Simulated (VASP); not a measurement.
# Ni (P-1) in VASP: further runs

Runs on Ni. Level: r2SCAN. Tasks: single point.

Everything below comes from runs of VASP 6.6.1. Logs are shortened: lines on timing, memory, paths and dates and some standing lists are left out, and cuts for length are marked.

## 1. The cell of the first run

The typed cell holds 2 atoms: a = 2.422 Å, b = 2.388 Å, c = 3.996 Å, α = 89.41°, β = 89.00°, γ = 119.80°.

## 2. Single point, r2SCAN, collinear spin, ferromagnetic start

Contents of POSCAR:

```
Ni
1.0
    2.4216200000      0.0137900000      0.0209800000
   -1.1988700000      2.0656600000      0.0123000000
    0.0349100000      0.0437800000      3.9960600000
Ni
2
Direct
    0.3333333333      0.6968100000      0.2530300000
    0.6538810698      0.3665063166      0.7617985234
```

Contents of INCAR.step1:

```
ALGO = Normal
EDIFF = 1E-4
ENCUT = 520
GGA = PE
ISMEAR = -1
ISPIN = 2
LASPH = True
LCHARG = False
LMAXMIX = 4
LREAL = False
LWAVE = True
MAGMOM = 1 1
NBANDS = 21
NELM = 150
PREC = Accurate
SIGMA = 0.1
```

Contents of INCAR.step2:

```
ALGO = Normal
EDIFF = 1E-7
ENCUT = 520
ISIF = 2
ISMEAR = -1
ISPIN = 2
ISTART = 1
LASPH = True
LCHARG = False
LMAXMIX = 4
LMIXTAU = True
LORBIT = 11
LREAL = False
LWAVE = False
MAGMOM = 1 1
METAGGA = R2SCAN
NBANDS = 21
NELM = 150
PREC = Accurate
SIGMA = 0.1
```

Contents of KPOINTS:

```
k-points
0
Gamma
  9 9 5
```

Potentials or basis: VASP PAW PBE potentials, release 64 (Ni).

Run with:

```
$ cat potpaw_PBE.64/Ni/POTCAR > POTCAR
$ cp INCAR.step1 INCAR
$ mpirun -np 1 vasp_std > vasp.out
$ cp INCAR.step2 INCAR
$ mpirun -np 1 vasp_std > vasp.out
```

OUTCAR:

```text
EDIFF = 1E-7
   ENCUT = 520
   ISIF = 2
   ISMEAR = -1
   ISPIN = 2
   ISTART = 1
   LASPH = True
   LORBIT = 11
   LREAL = False
   METAGGA = R2SCAN
   NELM = 150
   PREC = Accurate

 ion  position               nearest neighbor table
   1  0.333  0.697  0.253-   2 2.38   2 2.38   2 2.45   2 2.45   2 2.46   2 2.49
   2  0.654  0.367  0.762-   1 2.38   1 2.38   1 2.45   1 2.45   1 2.46   1 2.49

  LATTYP: Found a triclinic cell.
 ALAT       =     2.4125375486
 B/A-ratio  =     0.9899895085
 C/A-ratio  =     1.6565347528
 COS(alpha) =     0.0102391642
 COS(beta)  =     0.0276627990
 COS(gamma) =     0.4911301446

  Lattice vectors:

 A1 = (   1.2227500000,   2.0794500000,   0.0332800000)
 A2 = (  -1.1988700000,   2.0656600000,   0.0123000000)
 A3 = (   0.0349100000,   0.0437800000,   3.9960600000)

Analysis of symmetry for initial positions (statically):
=====================================================================
 Subroutine PRICEL returns:
 Original cell was already a primitive cell.

 Routine SETGRP: Setting up the symmetry group for a
 triclinic supercell.

 Subroutine GETGRP returns: Found  2 space group operations
 (whereof  1 operations were pure point group operations)
 out of a pool of  2 trial point group operations.

The static configuration has the point symmetry C_1 .
 The point group associated with its full space group is S_2 .

Analysis of symmetry for dynamics (positions and initial velocities):
=====================================================================
 Subroutine PRICEL returns:
 Original cell was already a primitive cell.

 Routine SETGRP: Setting up the symmetry group for a
 triclinic supercell.

 Subroutine GETGRP returns: Found  2 space group operations
 (whereof  1 operations were pure point group operations)
 out of a pool of  2 trial point group operations.

The dynamic configuration has the point symmetry C_1 .
 The point group associated with its full space group is S_2 .

Analysis of structural, dynamic, and magnetic symmetry:
=====================================================================
 Subroutine PRICEL returns:
 Original cell was already a primitive cell.

 Routine SETGRP: Setting up the symmetry group for a
 triclinic supercell.

 Subroutine GETGRP returns: Found  2 space group operations
 (whereof  1 operations were pure point group operations)
 out of a pool of  2 trial point group operations.

The overall configuration has the point symmetry C_1 .
 The point group associated with its full space group is S_2 .

 Subroutine INISYM returns: Found  2 space group operations
 (whereof  1 operations are pure point group operations),
 and found     1 'primitive' translations

----------------------------------------------------------------------------------------

                                     Primitive cell

  volume of cell :      20.0514

  direct lattice vectors                    reciprocal lattice vectors
     2.421620000  0.013790000  0.020980000     0.411639860  0.238944991 -0.006213961
    -1.198870000  2.065660000  0.012300000    -0.002702411  0.482569687 -0.005263324
     0.034910000  0.043780000  3.996060000    -0.002152862 -0.002739867  0.250295318

  length of vectors
     2.421750142  2.388386862  3.996452292     0.476004933  0.482605956  0.250319571

  position of ions in fractional coordinates (direct lattice)
     0.333333333  0.696810000  0.253030000
     0.653881070  0.366506317  0.761798523

  ion indices of the primitive-cell ions
   primitive index   ion index
                 1           1
                 2           2

----------------------------------------------------------------------------------------

 KPOINTS: k-points

Automatic generation of k-mesh.
 Grid dimensions read from file:
 generate k-points for:    9    9    5

 Generating k-lattice:

  Cartesian coordinates                     Fractional coordinates (reciprocal lattice)
     0.045737762  0.026549443 -0.000690440     0.111111111 -0.000000000  0.000000000
    -0.000300268  0.053618854 -0.000584814     0.000000000  0.111111111  0.000000000
    -0.000430572 -0.000547973  0.050059064    -0.000000000  0.000000000  0.200000000

  Length of vectors
     0.052889437  0.053622884  0.050063914

  Shift w.r.t. Gamma in fractional coordinates (k-lattice)
     0.000000000  0.000000000  0.000000000

 Subroutine IBZKPT returns following result:
 ===========================================

 Found    203 irreducible k-points:

 Following reciprocal coordinates:
            Coordinates               Weight
  0.000000  0.000000  0.000000      1.000000
  0.111111 -0.000000  0.000000      2.000000
  0.222222 -0.000000  0.000000      2.000000
  0.333333  0.000000 -0.000000      2.000000
  0.444444 -0.000000  0.000000      2.000000
 -0.000000  0.111111 -0.000000      2.000000
[... 16 lines left out ...]
 -0.111111  0.222222  0.000000      2.000000
  0.000000  0.333333  0.000000      2.000000
 [... further k-points ...]
   k-points           NKPTS =    203   k-points in BZ     NKDIM =    203   number of bands    NBANDS=     21
   number of dos      NEDOS =    301   number of ions     NIONS =      2
   total plane-waves  NPLWV =   9720
   dimension x,y,z NGX =    18 NGY =   18 NGZ =   30
   dimension x,y,z NGXF=    36 NGYF=   36 NGZF=   60
   ions per type =               2
   NGX,Y,Z   is equivalent  to a cutoff of  12.36, 12.53, 12.48 a.u.
   NGXF,Y,Z  is equivalent  to a cutoff of  24.71, 25.06, 24.96 a.u.
 SYSTEM =  unknown system
   PREC   = accura    normal or accurate (medium, high low for compatibility)
   ISTART =      1    job   : 0-new  1-cont  2-samecut
   ICHARG =      0    charge: 1-file 2-atom 10-const
   ISPIN  =      2    spin polarized calculation?
   LNONCOLLINEAR =      F non collinear calculations
   LSORBIT =      F    spin-orbit coupling
   LASPH  =      T    aspherical Exc in radial PAW
   ENCUT  =  520.0 eV  38.22 Ry    6.18 a.u.   4.50  4.44  7.43*2*pi/ulx,y,z
   NELM   =    150;   NELMIN=  2; NELMDL=  0     # of ELM steps
   EDIFF  = 0.1E-06   stopping-criterion for ELM
   LREAL  =      F    real-space projection
   EDIFFG = 0.1E-05   stopping-criterion for IOM
   NSW    =      0    number of steps for IOM
   IBRION =     -1    ionic relax: 0-MD 1-quasi-New 2-CG
   NFREE  =      0    steps in history (QN), initial steepest desc. (CG)
   ISIF   =      2    stress and relaxation
   ISYM   =      2    0-nonsym 1-usesym 2-fastsym
   POTIM  = 0.5000    time-step for ionic-motion
   TEBEG  =    0.0;   TEEND  =   0.0 temperature during run
   PSTRESS=    0.0 pullay stress
   NELECT =      20.0000    total number of electrons
   NUPDOWN=      -1.0000    fix difference up-down
   EMIN   =  10.00;   EMAX   =-10.00  energy-range for DOS
   EFERMI =   0.00;   METHOD = LEGACY
   ISMEAR =    -1;   SIGMA  =   0.10  broadening in eV -4-tet -1-fermi 0-gaus
   EFERMI_NEDOS =   21; number of points for ismear=-14 and -15
   IALGO  =     38    algorithm
   IMIX   =      4    mixing-type and parameters
     AMIX     =   0.40;   BMIX     =  1.00
     AMIX_MAG =   1.60;   BMIX_MAG =  1.00
  volume/ion in A,a.u.               =      10.03        67.66
  Fermi-wavevector in a.u.,A,eV,Ry     =   1.635698  3.091021 36.402498  2.675508
  Thomas-Fermi vector in A             =   2.727128
   LORBIT       =     11    0 simple, 1 ext, 2 COOP (PROOUT), +10 PAW based schemes
   METAGGA = R2SCAN    functional components
   LHFCALC =     F    Hartree Fock is set to
   AEXX    =    0.0000 exact exchange contribution
   IVDW    =     0    specifies the selected vdW correction
   LEPSILON=     F    determine dielectric tensor
   LRPA    =     F    only Hartree local field effects (RPA)
 spin polarized calculation
  energy-cutoff  :      520.00
  volume of cell :       20.05
 maximum number of plane-waves:       556
 NGX is ok and might be reduce to    18
   NGX =  9   NGY =  9   NGZ = 15

 number of electron      20.0000001 magnetization       1.2284619

 Free energy of the ion-electron system (eV)
  ---------------------------------------------------
  ext. energy  EPLUGINS =         0.00000000
  ---------------------------------------------------
  free energy    TOTEN  =       -23.78187350 eV

  energy without entropy =      -23.67210588  energy(sigma->0) =      -23.72698969

 E-fermi :  10.4819     XC(G=0): -14.9371

 val. band max:       10.4779258039   @ k =  -0.3333  -0.1111   0.4000
 cond. band min:      10.4833664459   @ k =  -0.2222   0.3333   0.0000
 fundamental gap:      0.0054406420
 Fermi energy:        10.4819478142

 spin component 1

 k-point     1 :       0.0000    0.0000    0.0000
  band No.  band energies     occupation
      1       0.5147      1.00000
      2       4.8477      1.00000
      3       7.4400      1.00000
      4       7.5512      1.00000
      5       7.7082      1.00000
      6       7.8276      1.00000
[... 13 lines left out ...]
     20      39.3430      0.00000
     21      43.2166      0.00000

 k-point     2 :       0.1111   -0.0000    0.0000
  band No.  band energies     occupation
      1       0.9811      1.00000
      2       5.1199      1.00000
      3       7.2142      1.00000
      4       7.6996      1.00000
      5       7.7657      1.00000
      6       7.9053      1.00000
[... 13 lines left out ...]
     20      42.0995      0.00000
     21      42.9871      0.00000

 k-point     3 :       0.2222   -0.0000    0.0000
  band No.  band energies     occupation
      1       2.2895      1.00000
      2       5.6432      1.00000
      3       6.7827      1.00000
      4       6.9733      1.00000
      5       7.5069      1.00000
      6       8.0651      1.00000
[... 13 lines left out ...]
     20      41.7114      0.00000
     21      42.0685      0.00000
[... 457 lines left out ...]
 k-point    23 :      -0.1111    0.2222    0.0000
  band No.  band energies     occupation
      1       1.9192      1.00000
      2       5.6053      1.00000
      3       6.9766      1.00000
      4       7.1227      1.00000
      5       7.7034      1.00000
      6       7.9265      1.00000
[... 13 lines left out ...]
     20      40.4336      0.00000
     21      40.6945      0.00000

 k-point    24 :       0.0000    0.3333    0.0000
  band No.  band energies     occupation
      1       4.1009      1.00000
      2       5.7007      1.00000
      3       6.0649      1.00000
      4       7.0426      1.00000
      5       7.6332      1.00000
      6       7.8107      1.00000
[... 13 lines left out ...]
     20      39.2517      0.00000
     21      40.5031      0.00000

 [... further k-points ...]

 spin component 2

 k-point     1 :       0.0000    0.0000    0.0000
  band No.  band energies     occupation
      1       0.2834      1.00000
      2       5.3519      1.00000
      3       8.4758      1.00000
      4       8.4916      1.00000
      5       8.6463      1.00000
      6       8.7857      1.00000
[... 13 lines left out ...]
     20      39.5269      0.00000
     21      43.4203      0.00000

 k-point     2 :       0.1111   -0.0000    0.0000
  band No.  band energies     occupation
      1       0.7537      1.00000
      2       5.6517      1.00000
      3       8.1131      1.00000
      4       8.4127      1.00000
      5       8.6408      1.00000
      6       8.8102      1.00000
[... 13 lines left out ...]
     20      42.3462      0.00000
     21      43.1602      0.00000

 k-point     3 :       0.2222   -0.0000    0.0000
  band No.  band energies     occupation
      1       2.0861      1.00000
      2       6.2588      1.00000
      3       7.2521      1.00000
      4       7.7870      1.00000
      5       8.4042      1.00000
      6       8.9343      1.00000
[... 13 lines left out ...]
     20      41.8429      0.00000
     21      42.2129      0.00000
[... 457 lines left out ...]
 k-point    23 :      -0.1111    0.2222    0.0000
  band No.  band energies     occupation
      1       1.7050      1.00000
      2       6.2063      1.00000
      3       7.5847      1.00000
      4       7.8505      1.00000
      5       8.6261      1.00000
      6       8.7643      1.00000
[... 13 lines left out ...]
     20      40.5875      0.00000
     21      40.9354      0.00000

 k-point    24 :       0.0000    0.3333    0.0000
  band No.  band energies     occupation
      1       4.0410      1.00000
      2       6.4042      1.00000
      3       6.5971      1.00000
      4       7.6882      1.00000
      5       8.4946      1.00000
      6       8.6544      1.00000
[... 13 lines left out ...]
     20      39.4968      0.00000
     21      40.6341      0.00000

 [... further k-points ...]

------------------------ aborting loop because EDIFF is reached ----------------------------------------

  FORCE on cell =-STRESS in cart. coord.  units (eV):
  Direction    XX          YY          ZZ          XY          YZ          ZX
  --------------------------------------------------------------------------------------
  -------------------------------------------------------------------------------------
  Total        1.4723139      1.8270389      1.4560250     -0.2552943     -0.1630509     -0.1501994
  in kB      117.6429470    145.9867018    116.3414100    -20.3988914    -13.0283246    -12.0014493
  external PRESSURE =     126.6570196 kB  Pullay stress =       0.0000000 kB

 VOLUME and BASIS-vectors are now :
 -----------------------------------------------------------------------------
  energy-cutoff  :      520.00
  volume of cell :       20.05
      direct lattice vectors                 reciprocal lattice vectors
     2.421620000  0.013790000  0.020980000     0.411639860  0.238944991 -0.006213961
    -1.198870000  2.065660000  0.012300000    -0.002702411  0.482569687 -0.005263324
     0.034910000  0.043780000  3.996060000    -0.002152862 -0.002739867  0.250295318

 POSITION                                       TOTAL-FORCE (eV/Angst)
 -----------------------------------------------------------------------------------
     -0.01934      1.45505      1.02669        -0.093861     -0.023638      0.414355
      1.17065      0.79945      3.06242         0.093861      0.023638     -0.414355
 -----------------------------------------------------------------------------------
    total drift:                               -0.000072     -0.000156      0.000091

  FREE ENERGIE OF THE ION-ELECTRON SYSTEM (eV)
  ---------------------------------------------------
  free  energy   TOTEN  =       -23.7818734975 eV

  energy  without entropy=      -23.6721058810  energy(sigma->0) =      -23.72698969

 total charge

# of ion       s       p       d       tot
------------------------------------------
    1        0.547   0.589   8.375   9.511
    2        0.547   0.589   8.375   9.511
--------------------------------------------------
tot          1.095   1.178  16.749  19.021

 magnetization (x)

# of ion       s       p       d       tot
------------------------------------------
    1       -0.009  -0.043   0.679   0.627
    2       -0.009  -0.043   0.679   0.627
--------------------------------------------------
tot         -0.019  -0.085   1.357   1.253
```

Run time: 4.5 min. Hardware: 1 thread of Intel Xeon 6975P-C (Granite Rapids), shared host; peak memory 0.23 GiB.

Results:

```
Free energy                                           : -23.7819 eV
Pressure                                              : 12.7 GPa
Largest force                                         : 0.426 eV/Å
Net moment                                            : 1.23 μB per cell
Site moments                                          : Ni +0.63 μB
Valence electrons inside the program's atomic spheres : Ni 9.51
```

Forces on the atoms (eV/Å):
```
Ni  -0.094 -0.024  0.414
Ni   0.094  0.024 -0.414
```

Stress tensor (GPa, compression positive):
```
11.76 -2.04 -1.20
-2.04 14.60 -1.30
-1.20 -1.30 11.63
```

Caveat: the cell stands under pressure; the PAW data sets were made with another functional, which shifts forces and pressure a little.

## 3. Single point, r2SCAN, collinear spin, ferromagnetic start

POSCAR: that of step 2 with these lines changed.

```diff
@@ -9,2 +9,2 @@
     0.3333333333      0.6968100000      0.2530300000
-    0.6538810698      0.3665063166      0.7617985234
+    0.6537257208      0.3663747335      0.7680559064
```

Contents of INCAR.step1:

```
SYSTEM = Ni
PREC     = Accurate       ! precision mode
ENCUT    = 520            ! plane-wave cutoff, eV
ISMEAR   = -1             ! smearing method
SIGMA    = 0.1            ! smearing width, eV
LREAL    = .FALSE.        ! projectors in reciprocal space
LASPH    = .TRUE.         ! aspherical terms in the spheres
NELM     = 150            ! most SCF steps
ISPIN    = 2              ! spin polarisation
MAGMOM   = 1 1            ! initial moments
LMAXMIX  = 4              ! l up to which the mixer works
NBANDS   = 21             ! bands
GGA      = PE             ! functional
ALGO     = Normal         ! electronic algorithm
EDIFF    = 1E-4           ! SCF threshold, eV
LWAVE    = .TRUE.         ! write WAVECAR
LCHARG   = .FALSE.        ! write CHGCAR
```

Contents of INCAR.step2:

```
SYSTEM = Ni
PREC     = Accurate       ! precision mode
ENCUT    = 520            ! plane-wave cutoff, eV
EDIFF    = 1E-7           ! SCF threshold, eV
ISMEAR   = -1             ! smearing method
SIGMA    = 0.1            ! smearing width, eV
LREAL    = .FALSE.        ! projectors in reciprocal space
LASPH    = .TRUE.         ! aspherical terms in the spheres
NELM     = 150            ! most SCF steps
ALGO     = Normal         ! electronic algorithm
ISIF     = 2              ! what is computed and relaxed
LWAVE    = .FALSE.        ! write WAVECAR
LCHARG   = .FALSE.        ! write CHGCAR
ISPIN    = 2              ! spin polarisation
MAGMOM   = 1 1            ! initial moments
LORBIT   = 11             ! projections on sites
LMAXMIX  = 4              ! l up to which the mixer works
METAGGA  = R2SCAN         ! meta-GGA
LMIXTAU  = .TRUE.       
NBANDS   = 21             ! bands
ISTART   = 1
```

Contents of KPOINTS:

```
regular mesh
0
G
  9 9 5
  0 0 0
```

Potentials or basis: VASP PAW PBE potentials, release 64 (Ni).

Run with:

```
$ cat potpaw_PBE.64/Ni/POTCAR > POTCAR
$ cp INCAR.step1 INCAR
$ mpirun -np 1 vasp_std > vasp.out
$ cp INCAR.step2 INCAR
$ mpirun -np 1 vasp_std > vasp.out
```

It took 4.3 min on 1 thread of Intel Xeon 6975P-C (Granite Rapids), shared host; peak memory 0.23 GiB.

It converged, with:

| Quantity | Value |
| --- | --- |
| Free energy | -23.7680 eV |
| Pressure | 13.1 GPa |
| Largest force | 0.705 eV/Å |
| Net moment | 1.23 μB per cell |
| Site moments | Ni +0.63 μB |
| Valence electrons inside the program's atomic spheres | Ni 9.51 |

Forces on the atoms (eV/Å):
```
Ni  -0.106 -0.036  0.696
Ni   0.106  0.036 -0.696
```

Stress tensor (GPa, compression positive):
```
12.09 -2.09 -1.35
-2.09 15.03 -1.32
-1.35 -1.32 12.22
```

Levels at points of the mesh, in eV from the Fermi level:
Spin up:
```csv
k point,band 6,band 7,band 8,band 9,band 10,band 11,band 12,band 13,band 14,band 15
"(0.00, 0.00, 0.00)",-2.67,-2.51,-2.06,-1.92,-1.02,-0.94,-0.68,6.12,24.31,27.00
```
Spin down:
```
           k point  band 6  band 7  band 8  band 9  band 10  band 11  band 12  band 13
(0.00, 0.00, 0.00)   -1.71   -1.51   -1.18   -1.11    -0.87    -0.13     0.04     6.69
```

Caveat: the cell stands under pressure; the PAW data sets were made with another functional, which shifts forces and pressure a little.

[end of part 1 of 2]
